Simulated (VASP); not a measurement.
# InP (I4/mmm) in VASP: further runs, part 2 of 3

VASP 6.6.1. Earlier steps stand in the parts before.

### 3 Single point, PBE

This run uses another cell than the first one, of the same volume but with other edges.

INCAR reads:

```
  ALGO = Normal
  EDIFF = 1E-6
  ENCUT = 520
  GGA = PE
  ISIF = 2
  ISMEAR = 0
  LASPH = True
  LCHARG = False
  LREAL = False
  LWAVE = False
  NBANDS = 16
  NELM = 100
  PREC = Accurate
  SIGMA = 0.15
```

KPOINTS reads:

```
k-points
0
Gamma
  20 20 20
```

POSCAR reads:

```
InP
1.0
    0.0000000000      2.4680566052      3.4898320397
    2.4680566052      0.0000000000      3.4898320397
    2.4680566052      2.4680566052      0.0000000000
In P
1 1
Direct
    0.0000000000      0.0000000000      0.0000000000
    0.5000000000      0.5000000000      0.5000000000
```

Potentials or basis: VASP PAW PBE potentials, release 64 (In_d, P).

The run is started by

```console
$ cat potpaw_PBE.64/In_d/POTCAR potpaw_PBE.64/P/POTCAR > POTCAR
$ mpirun -np 1 vasp_std > vasp.out
```

Wall time 3.6 min (1 thread of Intel Xeon Platinum 8488C (Sapphire Rapids), shared host); peak memory 0.53 GiB.

Results (log left out):

* Free energy: -7.0443 eV
* Pressure: 15.6 GPa
* Band gap on the k mesh: zero (band 9 reaches 8.17 eV, above the bottom of band 10 at 5.77 eV)

Stress tensor (GPa, compression positive):
```
25.32  0.00  0.00
 0.00 25.32  0.00
 0.00  0.00 -3.90
```

Levels at points of the mesh, in eV from the Fermi level:
| k point | band 7 | band 8 | band 9 | band 10 | band 11 | band 12 |
| --- | --- | --- | --- | --- | --- | --- |
| (0.00, 0.00, 0.00) | -1.20 | -1.20 | -0.73 | 1.41 | 5.42 | 5.81 |
| (0.50, 0.00, 0.00) | -7.23 | -0.86 | 1.03 | 1.11 | 4.32 | 4.66 |
| (0.50, 0.50, 0.00) | -4.95 | -1.73 | -1.73 | 0.61 | 4.86 | 7.89 |
| (0.50, 0.00, 0.50) | -5.42 | -4.68 | -3.03 | -0.96 | 3.95 | 5.57 |

Caveat: spin-orbit coupling is left out, which moves the levels of the heavy elements.

### 4 Single point, PBE

This run uses another cell than the first one, of the same volume but with other edges.

INCAR reads:

```
SYSTEM = InP
ALGO     = Normal         ! electronic algorithm
EDIFF    = 1E-7           ! SCF threshold, eV
ENCUT    = 520            ! plane-wave cutoff, eV
GGA      = PE             ! functional
ISIF     = 2              ! what is computed and relaxed
ISMEAR   = 0              ! smearing method
LASPH    = .True.         ! aspherical terms in the spheres
LCHARG   = .False.        ! write CHGCAR
LREAL    = .False.        ! projectors in reciprocal space
LWAVE    = .False.        ! write WAVECAR
NBANDS   = 16             ! bands
NELM     = 80             ! most SCF steps
PREC     = Accurate       ! precision mode
SIGMA    = 0.15           ! smearing width, eV
```

KPOINTS reads:

```
k-points
0
Gamma
  20 20 20
  0 0 0
```

POSCAR reads:

```
InP
1.0
    0.0000000000      2.9243674681      2.4857123479
    2.9243674681      0.0000000000      2.4857123479
    2.9243674681      2.9243674681      0.0000000000
In P
1 1
Direct
    0.0000000000      0.0000000000      0.0000000000
    0.5000000000      0.5000000000      0.5000000000
```

Potentials or basis: VASP PAW PBE potentials, release 64 (In_d, P).

The run is started by

```console
$ cat potpaw_PBE.64/In_d/POTCAR potpaw_PBE.64/P/POTCAR > POTCAR
$ mpirun -np 1 vasp_std > vasp.out
```

OUTCAR:

```text
SYSTEM = InP
   EDIFF = 1E-7
   ENCUT = 520
   GGA = PE
   ISIF = 2
   ISMEAR = 0
   LASPH = .True.
   LREAL = .False.
   NELM = 80
   PREC = Accurate

 ion  position               nearest neighbor table
   1  0.000  0.000  0.000-   2 2.49   2 2.49   2 2.92   2 2.92   2 2.92   2 2.92
   2  0.500  0.500  0.500-   1 2.49   1 2.49   1 2.92   1 2.92   1 2.92   1 2.92

  LATTYP: Found a body centered tetragonal cell.
 ALAT       =     4.1356801347
 C/A-ratio  =     1.2020815280

  Lattice vectors:

 A1 = (   0.0000000000,  -2.9243674681,  -2.4857123479)
 A2 = (   0.0000000000,   2.9243674681,  -2.4857123479)
 A3 = (   2.9243674681,   0.0000000000,   2.4857123479)

Analysis of symmetry for initial positions (statically):
=====================================================================
 Subroutine PRICEL returns:
 Original cell was already a primitive cell.

 Routine SETGRP: Setting up the symmetry group for a
 body centered tetragonal supercell.

 Subroutine GETGRP returns: Found 16 space group operations
 (whereof 16 operations were pure point group operations)
 out of a pool of 16 trial point group operations.

The static configuration has the point symmetry D_4h.

Analysis of symmetry for dynamics (positions and initial velocities):
=====================================================================
 Subroutine PRICEL returns:
 Original cell was already a primitive cell.

 Routine SETGRP: Setting up the symmetry group for a
 body centered tetragonal supercell.

 Subroutine GETGRP returns: Found 16 space group operations
 (whereof 16 operations were pure point group operations)
 out of a pool of 16 trial point group operations.

The dynamic configuration has the point symmetry D_4h.

 Subroutine INISYM returns: Found 16 space group operations
 (whereof 16 operations are pure point group operations),
 and found     1 'primitive' translations

----------------------------------------------------------------------------------------

                                     Primitive cell

  volume of cell :      42.5153

  direct lattice vectors                    reciprocal lattice vectors
     0.000000000  2.924367468  2.485712348    -0.170977145  0.170977145  0.201149582
     2.924367468  0.000000000  2.485712348     0.170977145 -0.170977145  0.201149582
     2.924367468  2.924367468  0.000000000     0.170977145  0.170977145 -0.201149582

  length of vectors
     3.838058228  3.838058228  4.135680135     0.314527459  0.314527459  0.314527459

  position of ions in fractional coordinates (direct lattice)
     0.000000000  0.000000000  0.000000000
     0.500000000  0.500000000  0.500000000

  ion indices of the primitive-cell ions
   primitive index   ion index
                 1           1
                 2           2

----------------------------------------------------------------------------------------

 KPOINTS: k-points

Automatic generation of k-mesh.
 Grid dimensions read from file:
 generate k-points for:   20   20   20

 Generating k-lattice:

  Cartesian coordinates                     Fractional coordinates (reciprocal lattice)
    -0.008548857  0.008548857  0.010057479     0.050000000 -0.000000000  0.000000000
     0.008548857 -0.008548857  0.010057479    -0.000000000  0.050000000  0.000000000
     0.008548857  0.008548857 -0.010057479     0.000000000  0.000000000  0.050000000

  Length of vectors
     0.015726373  0.015726373  0.015726373

  Shift w.r.t. Gamma in fractional coordinates (k-lattice)
     0.000000000  0.000000000  0.000000000

 Subroutine IBZKPT returns following result:
 ===========================================

 Found    641 irreducible k-points:

 Following reciprocal coordinates:
            Coordinates               Weight
  0.000000  0.000000  0.000000      1.000000
  0.050000 -0.000000  0.000000      8.000000
  0.100000  0.000000  0.000000      8.000000
  0.150000 -0.000000  0.000000      8.000000
  0.200000  0.000000  0.000000      8.000000
  0.250000 -0.000000  0.000000      8.000000
[... 16 lines left out ...]
 -0.400000  0.050000  0.000000      8.000000
 -0.350000  0.050000  0.000000      8.000000
 [... further k-points ...]
   k-points           NKPTS =    641   k-points in BZ     NKDIM =    641   number of bands    NBANDS=     16
   number of dos      NEDOS =    301   number of ions     NIONS =      2
   total plane-waves  NPLWV =  28800
   dimension x,y,z NGX =    30 NGY =   30 NGZ =   32
   dimension x,y,z NGXF=    60 NGYF=   60 NGZF=   64
   ions per type =               1   1
   NGX,Y,Z   is equivalent  to a cutoff of  12.99, 12.99, 12.86 a.u.
   NGXF,Y,Z  is equivalent  to a cutoff of  25.99, 25.99, 25.73 a.u.
 SYSTEM =  InP
   PREC   = accura    normal or accurate (medium, high low for compatibility)
   ISTART =      0    job   : 0-new  1-cont  2-samecut
   ICHARG =      2    charge: 1-file 2-atom 10-const
   ISPIN  =      1    spin polarized calculation?
   LNONCOLLINEAR =      F non collinear calculations
   LSORBIT =      F    spin-orbit coupling
   LASPH  =      T    aspherical Exc in radial PAW
   ENCUT  =  520.0 eV  38.22 Ry    6.18 a.u.   7.14  7.14  7.69*2*pi/ulx,y,z
   NELM   =     80;   NELMIN=  2; NELMDL= -5     # of ELM steps
   EDIFF  = 0.1E-06   stopping-criterion for ELM
   LREAL  =      F    real-space projection
   EDIFFG = 0.1E-05   stopping-criterion for IOM
   NSW    =      0    number of steps for IOM
   IBRION =     -1    ionic relax: 0-MD 1-quasi-New 2-CG
   NFREE  =      0    steps in history (QN), initial steepest desc. (CG)
   ISIF   =      2    stress and relaxation
   ISYM   =      2    0-nonsym 1-usesym 2-fastsym
   POTIM  = 0.5000    time-step for ionic-motion
   TEBEG  =    0.0;   TEEND  =   0.0 temperature during run
   PSTRESS=    0.0 pullay stress
   NELECT =      18.0000    total number of electrons
   NUPDOWN=      -1.0000    fix difference up-down
   EMIN   =  10.00;   EMAX   =-10.00  energy-range for DOS
   EFERMI =   0.00;   METHOD = LEGACY
   ISMEAR =     0;   SIGMA  =   0.15  broadening in eV -4-tet -1-fermi 0-gaus
   EFERMI_NEDOS =   21; number of points for ismear=-14 and -15
   IALGO  =     38    algorithm
   IMIX   =      4    mixing-type and parameters
     AMIX     =   0.40;   BMIX     =  1.00
     AMIX_MAG =   1.60;   BMIX_MAG =  1.00
  volume/ion in A,a.u.               =      21.26       143.45
  Fermi-wavevector in a.u.,A,eV,Ry     =   1.229280  2.323002 20.560156  1.511129
  Thomas-Fermi vector in A             =   2.364173
   LORBIT       =      0    0 simple, 1 ext, 2 COOP (PROOUT), +10 PAW based schemes
   GGA     = PE    functional components
   LHFCALC =     F    Hartree Fock is set to
   AEXX    =    0.0000 exact exchange contribution
   IVDW    =     0    specifies the selected vdW correction
   LEPSILON=     F    determine dielectric tensor
   LRPA    =     F    only Hartree local field effects (RPA)
 non-spin polarized calculation
 Gauss-broadening in eV      SIGMA  =   0.15
  energy-cutoff  :      520.00
  volume of cell :       42.52
 maximum number of plane-waves:      1174
 NGX is ok and might be reduce to    30

 number of electron      17.9999999 magnetization

 Free energy of the ion-electron system (eV)
  ---------------------------------------------------
  ext. energy  EPLUGINS =         0.00000000
  ---------------------------------------------------
  free energy    TOTEN  =        -7.61052912 eV

  energy without entropy =       -7.59640862  energy(sigma->0) =       -7.60346887

 E-fermi :   7.0214     XC(G=0): -10.3570

 val. band max:        7.0207284445   @ k =  -0.3500   0.4500   0.1500
 cond. band min:       7.0230355695   @ k =   0.4000   0.0500   0.0000
 fundamental gap:      0.0023071250
 Fermi energy:         7.0214080477

 k-point     1 :       0.0000    0.0000    0.0000
  band No.  band energies     occupation
      1      -7.5045      2.00000
      2      -7.3109      2.00000
      3      -7.3109      2.00000
      4      -7.2854      2.00000
      5      -7.2239      2.00000
      6      -4.9542      2.00000
[... 8 lines left out ...]
     15      15.0185      0.00000
     16      15.5988      0.00000
[... 419 lines left out ...]
 k-point    24 :      -0.3500    0.0500    0.0000
  band No.  band energies     occupation
      1      -7.5078      2.00000
      2      -7.3353      2.00000
      3      -7.2941      2.00000
      4      -7.2089      2.00000
      5      -7.2035      2.00000
      6      -3.5510      2.00000
[... 8 lines left out ...]
     15      17.0980      0.00000
     16      17.2825      0.00000

 [... further k-points ...]
[... 5 lines left out ...]
  --------------------------------------------------------------------------------------
  -------------------------------------------------------------------------------------
  Total       -1.0004654     -1.0004654      5.3487894      0.0000000     -0.0000000     -0.0000000
  in kB      -37.7023040    -37.7023040    201.5678792      0.0000000     -0.0000000     -0.0000000
  external PRESSURE =      42.0544237 kB  Pullay stress =       0.0000000 kB

 VOLUME and BASIS-vectors are now :
 -----------------------------------------------------------------------------
  energy-cutoff  :      520.00
  volume of cell :       42.52
      direct lattice vectors                 reciprocal lattice vectors
     0.000000000  2.924367468  2.485712348    -0.170977145  0.170977145  0.201149582
     2.924367468  0.000000000  2.485712348     0.170977145 -0.170977145  0.201149582
     2.924367468  2.924367468  0.000000000     0.170977145  0.170977145 -0.201149582

 POSITION                                       TOTAL-FORCE (eV/Angst)
 -----------------------------------------------------------------------------------
      0.00000      0.00000      0.00000         0.000000      0.000000      0.000000
      2.92437      2.92437      2.48571         0.000000      0.000000     -0.000000
 -----------------------------------------------------------------------------------
    total drift:                               -0.000000      0.000000      0.000000

  FREE ENERGIE OF THE ION-ELECTRON SYSTEM (eV)
  ---------------------------------------------------
  free  energy   TOTEN  =        -7.6105291152 eV

  energy  without entropy=       -7.5964086223  energy(sigma->0) =       -7.60346887
```

Wall time 5.2 min (1 thread of Intel Xeon Platinum 8488C (Sapphire Rapids), shared host); peak memory 0.52 GiB.

Results:

| Quantity | Value |
| --- | --- |
| Free energy | -7.6105 eV |
| Pressure | 4.2 GPa |
| Band gap on the k mesh | zero (band 9 reaches 7.29 eV, above the bottom of band 10 at 4.19 eV) |

Stress tensor (GPa, compression positive):
```
-3.77  0.00  0.00
 0.00 -3.77  0.00
 0.00  0.00 20.16
```

Levels at points of the mesh, in eV from the Fermi level:
```tsv
k point	band 6	band 7	band 8	band 9	band 10	band 11	band 12	band 13
(0.00, 0.00, 0.00)	-11.98	-1.40	0.18	0.18	0.76	6.92	6.92	6.98
(0.50, 0.00, 0.00)	-10.05	-6.73	-0.21	0.27	1.97	2.73	4.91	5.89
(0.50, 0.50, 0.00)	-8.07	-4.94	-3.13	-2.83	-2.83	3.38	9.43	9.43
(0.50, 0.00, 0.50)	-9.34	-4.99	-3.02	-1.74	-1.14	4.27	7.78	9.53
```

Caveat: spin-orbit coupling is left out, which moves the levels of the heavy elements.

(Continued in part 3 of 3.)
